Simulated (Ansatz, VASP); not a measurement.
## C: VASP beside Ansatz

POSCAR

```
C
1.0
    1.2963871249      0.7484694555      3.0033301042
   -1.2963871249      0.7484694555      3.0033301042
    0.0000000000     -1.4969389110      3.0033301042
C
2
Direct
    0.1640000000      0.1640000000      0.1640000000
    0.8360000000      0.8360000000      0.8360000000
```

File INCAR.step1:

```
SYSTEM = C
  PREC = Accurate
  ENCUT = 520
  ISMEAR = 0
  SIGMA = 0.05
  LREAL = .FALSE.
  LASPH = .TRUE.
  NELM = 60
  NBANDS = 11
  GGA = PE
  ALGO = Normal
  EDIFF = 1E-4
  LWAVE = .TRUE.
  LCHARG = .FALSE.
```

File INCAR.step2:

```
SYSTEM = C
  PREC = Accurate
  ENCUT = 520
  EDIFF = 1E-7
  ISMEAR = 0
  SIGMA = 0.05
  LREAL = .FALSE.
  LASPH = .TRUE.
  NELM = 60
  ALGO = Normal
  ISIF = 2
  LWAVE = .FALSE.
  LCHARG = .FALSE.
  METAGGA = R2SCAN
  LMIXTAU = .TRUE.
  NBANDS = 11
  ISTART = 1
```

Contents of KPOINTS:

```
regular mesh
0
G
  12 12 12
  0 0 0
```

Input for Ansatz:

```yaml
crystal:
  lattice:
    - [1.2963871249, 0.7484694555, 3.0033301042]
    - [-1.2963871249, 0.7484694555, 3.0033301042]
    - [0.0, -1.496938911, 3.0033301042]
  atoms:
    - { symbol: C, position: [0.164, 0.164, 0.164] }
    - { symbol: C, position: [0.836, 0.836, 0.836] }
basis:
  ecutwfc: 500
kpoints:
  mp_grid: { grid: [12, 12, 12] }
hamiltonian:
  xc: r2scan
scf:
  occupations: { method: gaussian, width: 0.05 }
output:
  forces: true
  stress: true
  eigenvalues: true
```

Alike in both runs: task single point; functional r2SCAN; k mesh 12 × 12 × 12; occupations gaussian, width 0.05 eV; no spin polarisation.

|  | VASP | Ansatz |
| --- | --- | --- |
| version | VASP 6.6.1 | Ansatz 0.2.0 |
| potentials or method | VASP PAW PBE potentials, release 64 (C), cutoff 520 eV | scalar-relativistic, plane waves, PAW |
| valence electrons in the cell | 8 | 8 |

```tsv
	VASP	Ansatz	Ansatz less VASP
gap on the k mesh at the Fermi level (eV)	1.01	1.01	0.000
least direct gap on the mesh (eV)	1.05	1.05	-0.001
rms of the force components (eV/Å)	0.399	0.403	+0.0038
```

VASP's potentials were made for PBE, not for r2SCAN. Atom by atom the forces differ by 0.004 eV/Å (rms over components). The functional is the same, so the differences come from potentials, cutoffs and numerics.
